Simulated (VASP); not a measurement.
# Ga (Fd-3m) in VASP: a series of runs

Runs on Ga. Level: r2SCAN. Tasks: single point.

Program: VASP 6.6.1. These are calculated values, not measurements. Logs are shortened: lines on timing, memory, paths and dates and some standing lists are left out, and cuts for length are marked.

## Step 1: The cell of the first run

Symmetry: Fd-3m, No. 227, cubic system. The conventional cell has a = 5.782 Å, b = 5.782 Å, c = 5.782 Å, α = 90.00°, β = 90.00°, γ = 90.00°. Within 3.3 Å of Ga (site symmetry -43m) lie 4 Ga at 2.50 Å.

## Step 2: Single point, r2SCAN

File POSCAR:

```
Ga
1.0
    0.0000000000      2.8908738588      2.8908738588
    2.8908738588      0.0000000000      2.8908738588
    2.8908738588      2.8908738588      0.0000000000
Ga
2
Direct
    0.0000000000      0.0000000000      0.0000000000
    0.2500000000      0.2500000000      0.2500000000
```

File INCAR.step1:

```
  PREC = Accurate
  ENCUT = 520
  ISMEAR = -1
  SIGMA = 0.1
  LREAL = F
  LASPH = T
  NELM = 100
  NBANDS = 20
  GGA = PE
  ALGO = Normal
  EDIFF = 1E-4
  LWAVE = T
  LCHARG = F
```

File INCAR.step2:

```
  PREC = Accurate
  ENCUT = 520
  EDIFF = 1E-6
  ISMEAR = -1
  SIGMA = 0.1
  LREAL = F
  LASPH = T
  NELM = 100
  ALGO = Normal
  ISIF = 2
  LWAVE = F
  LCHARG = T
  METAGGA = R2SCAN
  LMIXTAU = T
  LELF = T
  LVHAR = T
  NBANDS = 20
  ISTART = 1
```

File KPOINTS:

```
Automatic mesh
0
Gamma
  10 10 10
```

Potentials or basis: VASP PAW PBE potentials, release 64 (Ga_d).

On the command line:

```bash
> cat potpaw_PBE.64/Ga_d/POTCAR > POTCAR
> cp INCAR.step1 INCAR
> mpirun -np 1 vasp_std > vasp.out
> cp INCAR.step2 INCAR
> mpirun -np 1 vasp_std > vasp.out
```

OUTCAR:

```text
PREC = Accurate
   ENCUT = 520
   EDIFF = 1E-6
   ISMEAR = -1
   LREAL = F
   LASPH = T
   NELM = 100
   ISIF = 2
   METAGGA = R2SCAN
   ISTART = 1

 ion  position               nearest neighbor table
   1  0.000  0.000  0.000-   2 2.50   2 2.50   2 2.50   2 2.50
   2  0.250  0.250  0.250-   1 2.50   1 2.50   1 2.50   1 2.50

  LATTYP: Found a face centered cubic cell.
 ALAT       =     5.7817477176

  Lattice vectors:

 A1 = (   0.0000000000,   2.8908738588,   2.8908738588)
 A2 = (   2.8908738588,   0.0000000000,   2.8908738588)
 A3 = (   2.8908738588,   2.8908738588,   0.0000000000)

Analysis of symmetry for initial positions (statically):
=====================================================================
 Subroutine PRICEL returns:
 Original cell was already a primitive cell.

 Routine SETGRP: Setting up the symmetry group for a
 face centered cubic supercell.

 Subroutine GETGRP returns: Found 48 space group operations
 (whereof 24 operations were pure point group operations)
 out of a pool of 48 trial point group operations.

The static configuration has the point symmetry T_d .
 The point group associated with its full space group is O_h .

Analysis of symmetry for dynamics (positions and initial velocities):
=====================================================================
 Subroutine PRICEL returns:
 Original cell was already a primitive cell.

 Routine SETGRP: Setting up the symmetry group for a
 face centered cubic supercell.

 Subroutine GETGRP returns: Found 48 space group operations
 (whereof 24 operations were pure point group operations)
 out of a pool of 48 trial point group operations.

The dynamic configuration has the point symmetry T_d .
 The point group associated with its full space group is O_h .

 Subroutine INISYM returns: Found 48 space group operations
 (whereof 24 operations are pure point group operations),
 and found     1 'primitive' translations

----------------------------------------------------------------------------------------

                                     Primitive cell

  volume of cell :      48.3189

  direct lattice vectors                    reciprocal lattice vectors
     0.000000000  2.890873859  2.890873859    -0.172958083  0.172958083  0.172958083
     2.890873859  0.000000000  2.890873859     0.172958083 -0.172958083  0.172958083
     2.890873859  2.890873859  0.000000000     0.172958083  0.172958083 -0.172958083

[... 73 lines left out ...]
 SYSTEM =  unknown system
   PREC   = accura    normal or accurate (medium, high low for compatibility)
   ISTART =      1    job   : 0-new  1-cont  2-samecut
   ICHARG =      0    charge: 1-file 2-atom 10-const
   ISPIN  =      1    spin polarized calculation?
   LNONCOLLINEAR =      F non collinear calculations
   LSORBIT =      F    spin-orbit coupling
   LASPH  =      T    aspherical Exc in radial PAW
   ENCUT  =  520.0 eV  38.22 Ry    6.18 a.u.   7.60  7.60  7.60*2*pi/ulx,y,z
   NELM   =    100;   NELMIN=  2; NELMDL=  0     # of ELM steps
   EDIFF  = 0.1E-05   stopping-criterion for ELM
   LREAL  =      F    real-space projection
   EDIFFG = 0.1E-04   stopping-criterion for IOM
   NSW    =      0    number of steps for IOM
   IBRION =     -1    ionic relax: 0-MD 1-quasi-New 2-CG
   NFREE  =      0    steps in history (QN), initial steepest desc. (CG)
   ISIF   =      2    stress and relaxation
   ISYM   =      2    0-nonsym 1-usesym 2-fastsym
   POTIM  = 0.5000    time-step for ionic-motion
   TEBEG  =    0.0;   TEEND  =   0.0 temperature during run
   PSTRESS=    0.0 pullay stress
   NELECT =      26.0000    total number of electrons
   NUPDOWN=      -1.0000    fix difference up-down
   EMIN   =  10.00;   EMAX   =-10.00  energy-range for DOS
   EFERMI =   0.00;   METHOD = LEGACY
   ISMEAR =    -1;   SIGMA  =   0.10  broadening in eV -4-tet -1-fermi 0-gaus
   EFERMI_NEDOS =   21; number of points for ismear=-14 and -15
   IALGO  =     38    algorithm
   IMIX   =      4    mixing-type and parameters
     AMIX     =   0.40;   BMIX     =  1.00
     AMIX_MAG =   1.60;   BMIX_MAG =  1.00
  volume/ion in A,a.u.               =      24.16       163.04
  Fermi-wavevector in a.u.,A,eV,Ry     =   1.331558  2.516280 24.123771  1.773047
  Thomas-Fermi vector in A             =   2.460560
   LORBIT       =      0    0 simple, 1 ext, 2 COOP (PROOUT), +10 PAW based schemes
   METAGGA = R2SCAN    functional components
   LHFCALC =     F    Hartree Fock is set to
   AEXX    =    0.0000 exact exchange contribution
   IVDW    =     0    specifies the selected vdW correction
   LEPSILON=     F    determine dielectric tensor
   LRPA    =     F    only Hartree local field effects (RPA)
 non-spin polarized calculation
  energy-cutoff  :      520.00
  volume of cell :       48.32
 maximum number of plane-waves:      1326
   NGX = 15   NGY = 15   NGZ = 15

 number of electron      26.0000003 magnetization

 Free energy of the ion-electron system (eV)
  ---------------------------------------------------
  ext. energy  EPLUGINS =         0.00000000
  ---------------------------------------------------
  free energy    TOTEN  =       -22.27757952 eV

  energy without entropy =      -22.23933627  energy(sigma->0) =      -22.25845790

 E-fermi :   2.7075     XC(G=0): -10.3655

 val. band max:        2.6819106083   @ k =   0.5000   0.3000   0.1000
 cond. band min:       2.8820829397   @ k =   0.3000   0.3000   0.0000
 fundamental gap:      0.2001723314
 Fermi energy:         2.7074761395

 k-point     1 :       0.0000    0.0000    0.0000
  band No.  band energies     occupation
      1     -12.5417      2.00000
      2     -12.5417      2.00000
      3     -12.5417      2.00000
      4     -12.4954      2.00000
      5     -12.4954      2.00000
      6     -12.1453      2.00000
[... 541 lines left out ...]
     19      15.8741      0.00000
     20      16.8973      0.00000

 [... further k-points ...]
[... 5 lines left out ...]
  --------------------------------------------------------------------------------------
  -------------------------------------------------------------------------------------
  Total       -0.0133317     -0.0133317     -0.0133317      0.0000000      0.0000000     -0.0000000
  in kB       -0.4420583     -0.4420583     -0.4420583      0.0000000      0.0000000     -0.0000000
  external PRESSURE =      -0.4420583 kB  Pullay stress =       0.0000000 kB

 VOLUME and BASIS-vectors are now :
 -----------------------------------------------------------------------------
  energy-cutoff  :      520.00
  volume of cell :       48.32
      direct lattice vectors                 reciprocal lattice vectors
     0.000000000  2.890873859  2.890873859    -0.172958083  0.172958083  0.172958083
     2.890873859  0.000000000  2.890873859     0.172958083 -0.172958083  0.172958083
     2.890873859  2.890873859  0.000000000     0.172958083  0.172958083 -0.172958083

 POSITION                                       TOTAL-FORCE (eV/Angst)
 -----------------------------------------------------------------------------------
      0.00000      0.00000      0.00000        -0.000000     -0.000000     -0.000000
      1.44544      1.44544      1.44544         0.000000      0.000000      0.000000
 -----------------------------------------------------------------------------------
    total drift:                                0.000000     -0.000000      0.000000

  FREE ENERGIE OF THE ION-ELECTRON SYSTEM (eV)
  ---------------------------------------------------
  free  energy   TOTEN  =       -22.2775795248 eV

  energy  without entropy=      -22.2393362735  energy(sigma->0) =      -22.25845790
```

OUTCAR.step1:

```text
PREC = Accurate
   ENCUT = 520
   ISMEAR = -1
   LREAL = F
   LASPH = T
   NELM = 100
[... 772 lines left out ...]
 -----------------------------------------------------------------------------------
      0.00000      0.00000      0.00000         0.000000      0.000000      0.000000
      1.44544      1.44544      1.44544        -0.000000     -0.000000     -0.000000
 -----------------------------------------------------------------------------------
    total drift:                                0.000000      0.000000      0.000000

  FREE ENERGIE OF THE ION-ELECTRON SYSTEM (eV)
  ---------------------------------------------------
  free  energy   TOTEN  =        -5.2596546387 eV

  energy  without entropy=       -5.2203108184  energy(sigma->0) =       -5.23998273
```

OSZICAR.step1:

```text
N       E                     dE             d eps       ncg     rms          rms(c)
DAV:   1     0.134938852530E+03    0.13494E+03   -0.13544E+04  1972   0.226E+03
DAV:   2     0.752374147871E+01   -0.12742E+03   -0.12480E+03  1932   0.381E+02
DAV:   3    -0.504482066659E+01   -0.12569E+02   -0.12512E+02  2116   0.995E+01
DAV:   4    -0.526905273858E+01   -0.22423E+00   -0.22413E+00  2164   0.146E+01
DAV:   5    -0.527270200659E+01   -0.36493E-02   -0.36491E-02  2132   0.185E+00    0.155E+00
DAV:   6    -0.525803269615E+01    0.14669E-01   -0.60845E-02  2548   0.399E+00    0.845E-01
DAV:   7    -0.525946986228E+01   -0.14372E-02   -0.12411E-02  2780   0.163E+00    0.211E-01
DAV:   8    -0.525960842755E+01   -0.13857E-03   -0.28643E-03  2336   0.663E-01    0.283E-02
DAV:   9    -0.525965463870E+01   -0.46211E-04   -0.18070E-04  1732   0.155E-01
   1 F= -.52596546E+01 E0= -.52399827E+01  d E =-.393438E-01
```

It took 90 s on 1 thread of Intel Xeon 6975P-C (Granite Rapids), shared host; peak memory 0.18 GiB.

Results:

```
Free energy            : -22.2776 eV
Pressure               : 0.0 GPa
Band gap on the k mesh : zero (band 13 reaches 5.70 eV, above the bottom of band 14 at 1.20 eV)
```

Caveat: the PAW data sets were made with another functional, which shifts forces and pressure a little.

(Continued in part 2 of 2.)
